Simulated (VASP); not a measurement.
Here is a VASP 6.6.1 calculation.

The input INCAR:

```
ALGO = Normal
EDIFF = 1E-6
ENCUT = 500
GGA = PS
GGA_COMPAT = F
ISIF = 2
ISMEAR = -1
LASPH = T
LCHARG = F
LREAL = F
LWAVE = F
NBANDS = 17
NELM = 120
PREC = Accurate
SIGMA = 0.05
```

The input KPOINTS:

```
k-points
0
Gamma
  9 9 9
```

File POSCAR:

```
TePb
1.0
    3.3756595917      0.0000000000      0.0000000000
    0.0000000000      3.3756595917      0.0000000000
    0.0000000000      0.0000000000      3.3756595917
Te Pb
1 1
Direct
    0.5000000000      0.5000000000      0.5000000000
    0.0000000000      0.0000000000      0.0000000000
```

Potentials or basis: VASP PAW PBE potentials, release 64 (Te, Pb_d).

The run is started by

```console
$ cat potpaw_PBE.64/Te/POTCAR potpaw_PBE.64/Pb_d/POTCAR > POTCAR
$ mpirun -np 1 vasp_std > vasp.out
```

Q: What does it give for the band gap on the k mesh?

A: Zero (band 10 reaches 14.84 eV, above the bottom of band 11 at 11.19 eV).

Q: What does it give for the pressure?

A: 58.2 GPa.

Caveat: the PAW data sets were made with another functional, which shifts forces and pressure a little; spin-orbit coupling is left out, which moves the levels of the heavy elements.
